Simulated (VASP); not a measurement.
# Al9H in VASP: notebook

Runs on Al9H. Level: PBE. Tasks: single point.

Program: VASP 6.6.1. These are calculated values, not measurements. Logs are shortened: lines on timing, memory, paths and dates and some standing lists are left out, and cuts for length are marked.

### Step 1. The cell of the first run

The cell holds a slab with vacuum, 20 atoms: a = 5.707 Å, b = 9.806 Å, c = 22.790 Å, α = 90.00°, β = 90.00°, γ = 98.37°.

### Step 2. Single point, PBE

Input file INCAR:

```
SYSTEM = Al9H
  PREC = Accurate
  ENCUT = 520
  EDIFF = 1E-7
  ISMEAR = 0
  SIGMA = 0.1
  LREAL = Auto
  LASPH = .TRUE.
  NELM = 60
  ALGO = Normal
  ISIF = 2
  LWAVE = .FALSE.
  LCHARG = .FALSE.
  LDIPOL = .TRUE.
  IDIPOL = 3
  DIPOL = 0.5 0.5 0.299
  GGA = PE
  NBANDS = 44
```

Input file KPOINTS:

```
regular mesh
0
G
  5 3 1
  0 0 0
```

Input file POSCAR:

```
Al9H
1.0
    5.7070863109      0.0000000000      0.0000000000
   -1.4267715777      9.7014842373      0.0000000000
    0.0000000000      0.0000000000     22.7903703632
Al H
18 2
Direct
    0.2662216041      0.0648864163      0.1755127247
    0.7662216041      0.0648864163      0.1755127247
    0.3354806058      0.3419224231      0.2192029853
    0.8354806058      0.3419224231      0.2192029853
    0.1493324061      0.5973296244      0.2279410374
    0.6493324061      0.5973296244      0.2279410374
    0.4631842064      0.8527368258      0.2366790895
    0.9631842064      0.8527368258      0.2366790895
    0.0319772084      0.1277109167      0.2808262503
    0.5319772084      0.1277109167      0.2808262503
    0.0997917590      0.4042231279      0.3301071124
    0.5997917590      0.4042231279      0.3301071124
    0.4144000530      0.6596656505      0.3369822082
    0.9144000530      0.6596656505      0.3369822082
    0.2263076920      0.9110819249      0.3449259127
    0.7263076920      0.9110819249      0.3449259127
    0.2962427236      0.1814071990      0.3857054635
    0.7962427236      0.1814071990      0.3857054635
    0.2804984929      0.9110819249      0.4475736989
    0.6721168912      0.9110819249      0.4475736989
```

Potentials or basis: VASP PAW PBE potentials, release 64 (Al, H).

Command:

```sh
> cat potpaw_PBE.64/Al/POTCAR potpaw_PBE.64/H/POTCAR > POTCAR
> mpirun -np 1 vasp_std > vasp.out
```

OUTCAR:

```text
SYSTEM = Al9H
   PREC = Accurate
   ENCUT = 520
   EDIFF = 1E-7
   ISMEAR = 0
   LREAL = Auto
   LASPH = .TRUE.
   NELM = 60
   ISIF = 2
   GGA = PE

 ion  position               nearest neighbor table
   1  0.266  0.065  0.176-   2 2.85   2 2.85   9 2.86  10 2.86   7 2.87   8 2.87   3 2.87
   2  0.766  0.065  0.176-   1 2.85   1 2.85  10 2.86   9 2.86   8 2.87   7 2.87   4 2.87
   3  0.335  0.342  0.219-   4 2.85   4 2.85   6 2.87   5 2.87   1 2.87   9 2.89  10 2.89  12 2.96
                            11 2.97
   4  0.835  0.342  0.219-   3 2.85   3 2.85   5 2.87   6 2.87   2 2.87  10 2.89   9 2.89  11 2.96
                            12 2.97
   5  0.149  0.597  0.228-   6 2.85   6 2.85   4 2.87   3 2.87   7 2.87   8 2.87  13 2.93  14 2.93
                            11 2.99
   6  0.649  0.597  0.228-   5 2.85   5 2.85   3 2.87   4 2.87   8 2.87   7 2.87  14 2.93  13 2.93
                            12 2.99
   7  0.463  0.853  0.237-  10 2.85   8 2.85   8 2.85   1 2.87   5 2.87   2 2.87   6 2.87  16 2.90
                            15 2.91  13 2.96
   8  0.963  0.853  0.237-   9 2.85   7 2.85   7 2.85   2 2.87   6 2.87   1 2.87   5 2.87  15 2.90
                            16 2.91  14 2.96
   9  0.032  0.128  0.281-  18 2.83  17 2.83   8 2.85  10 2.85  10 2.85   1 2.86   2 2.86   3 2.89
                             4 2.89  11 2.91  15 2.93  16 2.93
  10  0.532  0.128  0.281-  17 2.83  18 2.83   7 2.85   9 2.85   9 2.85   2 2.86   1 2.86   4 2.89
                             3 2.89  12 2.91  16 2.93  15 2.93
  11  0.100  0.404  0.330-  12 2.85  12 2.85  14 2.86  13 2.87  18 2.88  17 2.89   9 2.91   4 2.96
                             3 2.97   5 2.99
  12  0.600  0.404  0.330-  11 2.85  11 2.85  13 2.86  14 2.87  17 2.88  18 2.89  10 2.91   3 2.96
                             4 2.97   6 2.99
  13  0.414  0.660  0.337-  16 2.83  15 2.83  14 2.85  14 2.85  12 2.86  11 2.87   5 2.93   6 2.93
                             7 2.96
  14  0.914  0.660  0.337-  15 2.83  16 2.83  13 2.85  13 2.85  11 2.86  12 2.87   6 2.93   5 2.93
                             8 2.96
  15  0.226  0.911  0.345-  17 2.78  14 2.83  13 2.83  16 2.85  16 2.85   8 2.90   7 2.91   9 2.93
                            10 2.93
  16  0.726  0.911  0.345-  18 2.78  13 2.83  14 2.83  15 2.85  15 2.85   7 2.90   8 2.91  10 2.93
                             9 2.93
  17  0.296  0.181  0.386-  15 2.78  10 2.83   9 2.83  18 2.85  18 2.85  12 2.88  11 2.89
  18  0.796  0.181  0.386-  16 2.78   9 2.83  10 2.83  17 2.85  17 2.85  11 2.88  12 2.89
  19  0.280  0.911  0.448-
  20  0.672  0.911  0.448-

  LATTYP: Found a simple monoclinic cell.
 ALAT       =     5.7070863109
 B/A-ratio  =     3.9933460126
 C/A-ratio  =     1.7181865164
 COS(beta)  =    -0.1455022476

  Lattice vectors:

 A1 = (   5.7070863109,   0.0000000000,   0.0000000000)
 A2 = (   0.0000000000,   0.0000000000, -22.7903703632)
 A3 = (  -1.4267715777,   9.7014842373,   0.0000000000)

Analysis of symmetry for initial positions (statically):
=====================================================================
 Subroutine PRICEL returns:
 Original cell was already a primitive cell.

 Routine SETGRP: Setting up the symmetry group for a
 simple monoclinic supercell.

 Subroutine GETGRP returns: Found  1 space group operations
 (whereof  1 operations were pure point group operations)
 out of a pool of  4 trial point group operations.

The static configuration has the point symmetry C_1 .

Analysis of symmetry for dynamics (positions and initial velocities):
=====================================================================
 Subroutine PRICEL returns:
 Original cell was already a primitive cell.

 Routine SETGRP: Setting up the symmetry group for a
 simple monoclinic supercell.

 Subroutine GETGRP returns: Found  1 space group operations
 (whereof  1 operations were pure point group operations)
 out of a pool of  4 trial point group operations.

The dynamic configuration has the point symmetry C_1 .

 Subroutine INISYM returns: Found  1 space group operations
 (whereof  1 operations are pure point group operations),
 and found     1 'primitive' translations

----------------------------------------------------------------------------------------

                                     Primitive cell

  volume of cell :    1261.8392

  direct lattice vectors                    reciprocal lattice vectors
     5.707086311  0.000000000  0.000000000     0.175220760  0.025769253  0.000000000
    -1.426771578  9.701484237  0.000000000     0.000000000  0.103077011  0.000000000
     0.000000000  0.000000000 22.790370363     0.000000000  0.000000000  0.043878181

  length of vectors
     5.707086311  9.805838747 22.790370363     0.177105531  0.103077011  0.043878181

  position of ions in fractional coordinates (direct lattice)
     0.266221604  0.064886416  0.175512725
     0.766221604  0.064886416  0.175512725
     0.335480606  0.341922423  0.219202985
     0.835480606  0.341922423  0.219202985
     0.149332406  0.597329624  0.227941037
     0.649332406  0.597329624  0.227941037
[... 12 lines left out ...]
     0.280498493  0.911081925  0.447573699
     0.672116891  0.911081925  0.447573699

  ion indices of the primitive-cell ions
   primitive index   ion index
                 1           1
                 2           2
                 3           3
                 4           4
                 5           5
                 6           6
[... 12 lines left out ...]
                19          19
                20          20

----------------------------------------------------------------------------------------

 KPOINTS: regular mesh

Automatic generation of k-mesh.
 Grid dimensions read from file:
 generate k-points for:    5    3    1

 Generating k-lattice:

  Cartesian coordinates                     Fractional coordinates (reciprocal lattice)
     0.035044152  0.005153851  0.000000000     0.200000000  0.000000000  0.000000000
     0.000000000  0.034359004  0.000000000     0.000000000  0.333333333  0.000000000
     0.000000000  0.000000000  0.043878181     0.000000000  0.000000000  1.000000000

  Length of vectors
     0.035421106  0.034359004  0.043878181

  Shift w.r.t. Gamma in fractional coordinates (k-lattice)
     0.000000000  0.000000000  0.000000000

 Subroutine IBZKPT returns following result:
 ===========================================

 Found      8 irreducible k-points:

 Following reciprocal coordinates:
            Coordinates               Weight
  0.000000  0.000000  0.000000      1.000000
  0.200000  0.000000  0.000000      2.000000
  0.400000  0.000000  0.000000      2.000000
  0.000000  0.333333  0.000000      2.000000
  0.200000  0.333333  0.000000      2.000000
  0.400000  0.333333  0.000000      2.000000
 -0.400000  0.333333  0.000000      2.000000
 -0.200000  0.333333  0.000000      2.000000
   k-points           NKPTS =      8   k-points in BZ     NKDIM =      8   number of bands    NBANDS=     44
   number of dos      NEDOS =    301   number of ions     NIONS =     20
   total plane-waves  NPLWV = 604800
   dimension x,y,z NGX =    42 NGY =   80 NGZ =  180
   dimension x,y,z NGXF=    84 NGYF=  160 NGZF=  360
   ions per type =              18   2
   NGX,Y,Z   is equivalent  to a cutoff of  12.23, 13.56, 13.13 a.u.
   NGXF,Y,Z  is equivalent  to a cutoff of  24.47, 27.13, 26.26 a.u.
 SYSTEM =  Al9H
   PREC   = accura    normal or accurate (medium, high low for compatibility)
   ISTART =      0    job   : 0-new  1-cont  2-samecut
   ICHARG =      2    charge: 1-file 2-atom 10-const
   ISPIN  =      1    spin polarized calculation?
   LNONCOLLINEAR =      F non collinear calculations
   LSORBIT =      F    spin-orbit coupling
   LASPH  =      T    aspherical Exc in radial PAW
   ENCUT  =  520.0 eV  38.22 Ry    6.18 a.u.  10.61 18.23 42.37*2*pi/ulx,y,z
   NELM   =     60;   NELMIN=  2; NELMDL= -5     # of ELM steps
   EDIFF  = 0.1E-06   stopping-criterion for ELM
   LREAL  =      T    real-space projection
   EDIFFG = 0.1E-05   stopping-criterion for IOM
   NSW    =      0    number of steps for IOM
   IBRION =     -1    ionic relax: 0-MD 1-quasi-New 2-CG
   NFREE  =      0    steps in history (QN), initial steepest desc. (CG)
   ISIF   =      2    stress and relaxation
   ISYM   =      2    0-nonsym 1-usesym 2-fastsym
   POTIM  = 0.5000    time-step for ionic-motion
   TEBEG  =    0.0;   TEEND  =   0.0 temperature during run
   PSTRESS=    0.0 pullay stress
   NELECT =      56.0000    total number of electrons
   NUPDOWN=      -1.0000    fix difference up-down
   EMIN   =  10.00;   EMAX   =-10.00  energy-range for DOS
   EFERMI =   0.00;   METHOD = LEGACY
   ISMEAR =     0;   SIGMA  =   0.10  broadening in eV -4-tet -1-fermi 0-gaus
   EFERMI_NEDOS =   21; number of points for ismear=-14 and -15
   IALGO  =     38    algorithm
   IMIX   =      4    mixing-type and parameters
     AMIX     =   0.40;   BMIX     =  1.00
     AMIX_MAG =   1.60;   BMIX_MAG =  1.00
  volume/ion in A,a.u.               =      63.09       425.77
  Fermi-wavevector in a.u.,A,eV,Ry     =   0.579610  1.095305  4.570853  0.335948
  Thomas-Fermi vector in A             =   1.623387
   LORBIT       =      0    0 simple, 1 ext, 2 COOP (PROOUT), +10 PAW based schemes
   GGA     = PE    functional components
   LHFCALC =     F    Hartree Fock is set to
   AEXX    =    0.0000 exact exchange contribution
   IVDW    =     0    specifies the selected vdW correction
   LEPSILON=     F    determine dielectric tensor
   LRPA    =     F    only Hartree local field effects (RPA)
 non-spin polarized calculation
 Gauss-broadening in eV      SIGMA  =   0.10
  energy-cutoff  :      520.00
  volume of cell :     1261.84
 maximum number of plane-waves:     34010
   NGX = 21   NGY = 37   NGZ = 85

 dipolmoment           0.000000      0.000000     -0.154281 electrons x Angstroem

 number of electron      56.0000001 magnetization

 dipolmoment           0.000000      0.000000      0.227643 electrons x Angstroem

 Free energy of the ion-electron system (eV)
  ---------------------------------------------------
  ext. energy  EPLUGINS =         0.00000000
  ---------------------------------------------------
  free energy    TOTEN  =       -65.11023587 eV

  energy without entropy =      -65.06932380  energy(sigma->0) =      -65.08977983

 E-fermi :  -1.4873     XC(G=0):  -3.3972

 val. band max:       -1.4996245869   @ k =   0.0000   0.3333   0.0000
 cond. band min:      -1.4463161031   @ k =   0.2000   0.3333   0.0000
 fundamental gap:      0.0533084838
 Fermi energy:        -1.4872531929

 k-point     1 :       0.0000    0.0000    0.0000
  band No.  band energies     occupation
      1     -11.5472      2.00000
      2      -9.9945      2.00000
      3      -9.8896      2.00000
      4      -9.2789      2.00000
      5      -7.4278      2.00000
      6      -7.3998      2.00000
[... 32 lines left out ...]
     39       0.6155      0.00000
     40       0.6297      0.00000

 k-point     2 :       0.2000    0.0000    0.0000
  band No.  band energies     occupation
      1     -11.3628      2.00000
      2      -9.9190      2.00000
      3      -9.5997      2.00000
      4      -9.0977      2.00000
      5      -8.6277      2.00000
      6      -7.6401      2.00000
[... 247 lines left out ...]
     39       0.6341      0.00000
     40       0.9827      0.00000

 k-point     8 :      -0.2000    0.3333    0.0000
  band No.  band energies     occupation
      1     -11.2590      2.00000
      2     -10.4893      2.00000
      3      -9.0615      2.00000
      4      -8.7706      2.00000
      5      -8.4571      2.00000
      6      -8.0752      2.00000
[... 32 lines left out ...]
     39       0.6475      0.00000
     40       0.8369      0.00000
 [bands above 40 left out]

------------------------ aborting loop because EDIFF is reached ----------------------------------------

 vacuum level on the upper side and lower side of the slab       (xc-potential included)         0.315        -0.408

  FORCE on cell =-STRESS in cart. coord.  units (eV):
  Direction    XX          YY          ZZ          XY          YZ          ZX
  --------------------------------------------------------------------------------------
  -------------------------------------------------------------------------------------
  Total      -13.2165500    -11.5374372     -7.1408517     -0.1659303      1.1325679      0.0156586
  in kB      -16.7812644    -14.6492681     -9.0668533     -0.2106844      1.4380395      0.0198820
  external PRESSURE =     -13.4991286 kB  Pullay stress =       0.0000000 kB

 VOLUME and BASIS-vectors are now :
 -----------------------------------------------------------------------------
  energy-cutoff  :      520.00
  volume of cell :     1261.84
      direct lattice vectors                 reciprocal lattice vectors
     5.707086311  0.000000000  0.000000000     0.175220760  0.025769253  0.000000000
    -1.426771578  9.701484237  0.000000000     0.000000000  0.103077011  0.000000000
     0.000000000  0.000000000 22.790370363     0.000000000  0.000000000  0.043878181

 POSITION                                       TOTAL-FORCE (eV/Angst)
 -----------------------------------------------------------------------------------
      1.42677      0.62949      4.00000        -0.042552      0.105307      0.112708
      4.28031      0.62949      4.00000         0.032882      0.084060      0.121088
      1.42677      3.31715      4.99572        -0.015063      0.155867      0.039852
      4.28031      3.31715      4.99572         0.039699      0.176567      0.038849
      0.00000      5.79498      5.19486        -0.018488     -0.084117     -0.050165
      2.85354      5.79498      5.19486         0.010781     -0.102085     -0.048246
[... 12 lines left out ...]
      0.30092      8.83885     10.20037         0.047287      0.295027     -1.532995
      2.53592      8.83885     10.20037        -0.035915      0.300724     -1.529108
 -----------------------------------------------------------------------------------
    total drift:                               -0.007786     -0.032545     -0.007095

  FREE ENERGIE OF THE ION-ELECTRON SYSTEM (eV)
  ---------------------------------------------------
  free  energy   TOTEN  =       -65.1102358707 eV

  energy  without entropy=      -65.0693237952  energy(sigma->0) =      -65.08977983

 vacuum level on the upper side and lower side of the slab         3.402         2.659
```

Run time: 14 min. Hardware: 1 thread of Intel Xeon 6975P-C (Granite Rapids), shared host; peak memory 1.2 GiB.

What came out:

- Free energy: -65.1102 eV
- Largest force: 1.562 eV/Å
- Band gap on the k mesh: zero (bands 28 and 29 overlap by 0.71 eV)

Forces in eV/Å, atoms in the order of the input:
```
Al  -0.043  0.105  0.113
Al   0.033  0.084  0.121
Al  -0.015  0.156  0.040
Al   0.040  0.177  0.039
Al  -0.018 -0.084 -0.050
Al   0.011 -0.102 -0.048
Al  -0.010 -0.152 -0.152
Al   0.002 -0.151 -0.154
Al   0.002 -0.039  0.108
Al   0.000 -0.066  0.119
Al   0.000  0.010 -0.055
Al   0.016  0.049 -0.047
Al  -0.019 -0.124 -0.004
Al  -0.008 -0.073 -0.007
Al   0.008 -0.212  1.254
Al   0.002 -0.203  1.266
Al  -0.047  0.017  0.263
Al   0.036  0.014  0.259
H    0.047  0.295 -1.533
H   -0.036  0.301 -1.529
```

### Step 3. Single point, PBE

Input file INCAR:

```
SYSTEM = Al9H
PREC = Accurate ; ENCUT = 520
EDIFF = 1E-7 ; ISMEAR = 0
SIGMA = 0.1 ; LREAL = Auto
LASPH = .TRUE. ; NELM = 80
ALGO = Normal ; ISIF = 2
LWAVE = .FALSE. ; LCHARG = .FALSE.
LDIPOL = .TRUE. ; IDIPOL = 3
DIPOL = 0.5 0.5 0.294 ; GGA = PE
NBANDS = 44
```

KPOINTS is that of step 2.

POSCAR, as its differences from that of step 2:

```diff
@@ -26,3 +26,3 @@
     0.7962427236      0.1814071990      0.3857054635
-    0.2804984929      0.9110819249      0.4475736989
-    0.6721168912      0.9110819249      0.4475736989
+    0.2441401852      0.9110819249      0.4054506450
+    0.7084751988      0.9110819249      0.4054506450
```

Potentials or basis: VASP PAW PBE potentials, release 64 (Al, H).

Command:

```sh
> cat potpaw_PBE.64/Al/POTCAR potpaw_PBE.64/H/POTCAR > POTCAR
> mpirun -np 1 vasp_std > vasp.out
```

OUTCAR:

```text
SYSTEM = Al9H
   PREC = Accurate
   ENCUT = 520
   EDIFF = 1E-7
   ISMEAR = 0
   LREAL = Auto
   LASPH = .TRUE.
   NELM = 80
   ISIF = 2
   GGA = PE

 ion  position               nearest neighbor table
   1  0.266  0.065  0.176-   2 2.85   2 2.85   9 2.86  10 2.86   7 2.87   8 2.87   3 2.87
   2  0.766  0.065  0.176-   1 2.85   1 2.85  10 2.86   9 2.86   8 2.87   7 2.87   4 2.87
   3  0.335  0.342  0.219-   4 2.85   4 2.85   6 2.87   5 2.87   1 2.87   9 2.89  10 2.89  12 2.96
                            11 2.97
   4  0.835  0.342  0.219-   3 2.85   3 2.85   5 2.87   6 2.87   2 2.87  10 2.89   9 2.89  11 2.96
[... 600 lines left out ...]
  in kB      -15.8707004    -10.3610854     14.1758281     -0.0021555      1.4256317     -0.0328413
  external PRESSURE =      -4.0186526 kB  Pullay stress =       0.0000000 kB

 VOLUME and BASIS-vectors are now :
 -----------------------------------------------------------------------------
  energy-cutoff  :      520.00
  volume of cell :     1261.84
      direct lattice vectors                 reciprocal lattice vectors
     5.707086311  0.000000000  0.000000000     0.175220760  0.025769253  0.000000000
    -1.426771578  9.701484237  0.000000000     0.000000000  0.103077011  0.000000000
     0.000000000  0.000000000 22.790370363     0.000000000  0.000000000  0.043878181

 POSITION                                       TOTAL-FORCE (eV/Angst)
 -----------------------------------------------------------------------------------
      1.42677      0.62949      4.00000         0.011536      0.157029      0.088865
      4.28031      0.62949      4.00000        -0.011649      0.150879      0.092561
      1.42677      3.31715      4.99572         0.010674      0.125127      0.019060
      4.28031      3.31715      4.99572         0.013361      0.138381      0.026610
      0.00000      5.79498      5.19486        -0.019464     -0.167341     -0.001231
      2.85354      5.79498      5.19486         0.009342     -0.159582      0.002439
[... 12 lines left out ...]
      0.09342      8.83885      9.24037         0.277695      0.212569      4.368155
      2.74342      8.83885      9.24037        -0.273607      0.209580      4.369957
 -----------------------------------------------------------------------------------
    total drift:                               -0.008458     -0.031370     -0.004693

  FREE ENERGIE OF THE ION-ELECTRON SYSTEM (eV)
  ---------------------------------------------------
  free  energy   TOTEN  =       -66.2745896913 eV

  energy  without entropy=      -66.2367083964  energy(sigma->0) =      -66.25564904

 vacuum level on the upper side and lower side of the slab         3.017         2.873
```

Run time: 16 min. Hardware: 1 thread of Intel Xeon 6975P-C (Granite Rapids), shared host; peak memory 1.2 GiB.

What came out:

* Free energy: -66.2746 eV
* Largest force: 4.527 eV/Å
* Band gap on the k mesh: zero (bands 28 and 29 overlap by 0.71 eV)

Forces in eV/Å, atoms in the order of the input:
```
Al   0.012  0.157  0.089
Al  -0.012  0.151  0.093
Al   0.011  0.125  0.019
Al   0.013  0.138  0.027
Al  -0.019 -0.167 -0.001
Al   0.009 -0.160  0.002
Al   0.000 -0.089  0.024
Al  -0.010 -0.100 -0.024
Al  -0.004 -0.131  0.132
Al   0.004 -0.135  0.119
Al   0.005  0.052 -0.078
Al   0.013  0.074 -0.075
Al  -0.016 -0.357 -0.176
Al  -0.018 -0.313 -0.169
Al  -0.336 -0.213 -4.509
Al   0.357 -0.205 -4.505
Al  -0.015  0.373  0.154
Al   0.003  0.377  0.140
H    0.278  0.213  4.368
H   -0.274  0.210  4.370
```

The gap in the log of VASP goes by the Fermi energy; the results here count the filled bands.